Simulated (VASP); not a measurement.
NaF, 2 atoms in the cell. It takes space group Fm-3m (No. 225, cubic). The conventional cell has a = 4.743 Å, b = 4.743 Å, c = 4.743 Å, α = 90.00°, β = 90.00°, γ = 90.00°. Na (site symmetry m-3m) has 6 F at 2.37 Å within 3.1 Å. F (site symmetry m-3m) has 6 Na at 2.37 Å within 3.1 Å.  This cell differs from its parent crystal: volume changed by +10%.

| Item | Value |
| --- | --- |
| Program | VASP 6.6.1 |
| Task | single point |
| Functional | PBE |
| Potentials or basis | VASP PAW PBE potentials, release 64 (Na_pv, F) |
| Cutoff | 600 eV |
| k mesh | 6 × 6 × 6 |
| Occupations | gaussian, width 0.01 eV |
| Spin | no spin polarisation |
| Dipole correction | no |
| Further INCAR settings | ALGO = Normal; EDIFF = 1e-06; NBANDS = 14 |

Potentials or basis: VASP PAW PBE potentials, release 64 (Na_pv, F).

Command:

```bash
$ cat potpaw_PBE.64/Na_pv/POTCAR potpaw_PBE.64/F/POTCAR > POTCAR
$ mpirun -np 1 vasp_std > vasp.out
```

Hardware: 1 thread of Intel Xeon 8259CL, on a shared host.

**Question.** Estimate the wall time of this run.

**Answer.** It took 16 s on 1 thread of Intel Xeon 8259CL (shared host), peak memory 0.14 GiB. Counts: scf iterations 12, k points 16.
